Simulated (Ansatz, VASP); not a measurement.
# One calculation of Zn4SeO3, two programs

```
Zn Se O
1.0
     4.89227    0.00000    0.00000
     0.00000    4.89227    0.00000
     0.00000    0.00000    4.89227
Zn Se O
4 1 3
Direct
  0.27737 0.27737 0.27737
  0.27737 0.72263 0.72263
  0.72263 0.27737 0.72263
  0.72263 0.72263 0.27737
  0.00000 0.00000 0.00000
  0.50000 0.50000 0.00000
  0.50000 0.00000 0.50000
  0.00000 0.50000 0.50000
```

Change from the starting cell: species swapped into the Ga4BiAs3 type (P-43m, No. 215).

Alike in both runs: functional PBE; k mesh 6 × 6 × 6; occupations gaussian, width 0.1 eV; no spin polarisation.

Ansatz relaxed the structure, and its values are those at the end. VASP's run is a single point on that final structure, the one shown.

|  | VASP | Ansatz |
| --- | --- | --- |
| version | VASP 6.6.1 | Ansatz 0.2.0 |
| potentials or method | VASP PAW PBE potentials, release 64 (Zn, Se, O), cutoff 520 eV | scalar-relativistic, plane waves, PAW |
| valence electrons in the cell | 72 | 82 |

```csv
,VASP,Ansatz,Ansatz less VASP
gap on the k mesh at the Fermi level (eV),none,none,-
pressure (GPa),0.6,0.0,-0.58
rms of the force components (eV/Å),0.005,0.000,-0.0048
```

A gap of «none» marks a metal or a gap that the smearing closes. With one functional, cell and mesh, what is left measures potentials, basis and numerics. VASP's potentials hold 72 valence electrons a cell and Ansatz's 82, so a difference there can come from the potentials and not from the codes.
